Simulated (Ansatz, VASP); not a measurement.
Two plane-wave programs on PdPt2

```
Pd Pt
1.0
     4.66817    0.00000    0.00000
    -2.33408    4.04275    0.00000
     0.00000    0.00000    2.62896
Pd Pt
1 2
Direct
  0.00000 0.00000 0.00000
  0.33333 0.66667 0.00000
  0.66667 0.33333 0.00000
```

Alike in both runs: task relaxation of cell and atoms; functional PBE; k mesh 6 × 6 × 6; occupations gaussian, width 0.1 eV; no spin polarisation.

```csv
,VASP,Ansatz
version,VASP 6.6.1,Ansatz 0.2.0
potentials or method,"VASP PAW PBE potentials, release 64 (Pd, Pt), cutoff 500 eV","scalar-relativistic, plane waves, PAW"
valence electrons in the cell,30,54
```

|  | VASP | Ansatz | Ansatz less VASP |
| --- | --- | --- | --- |
| gap on the k mesh at the Fermi level, each at its own relaxed structure (eV) | none | none | - |
| relaxed volume (Å³/atom) | 16.72 | 16.76 | +0.038 |
| relaxed cell length with the largest relative difference (Å) | 2.675 | 2.678 | +0.0029 |

A gap of «none» marks a metal or a gap that the smearing closes. VASP's potentials hold 30 valence electrons a cell and Ansatz's 54, so a difference there can come from the potentials and not from the codes.

The k mesh is coarse, so the values compare programs but aren't converged. Spin-orbit coupling is off throughout.
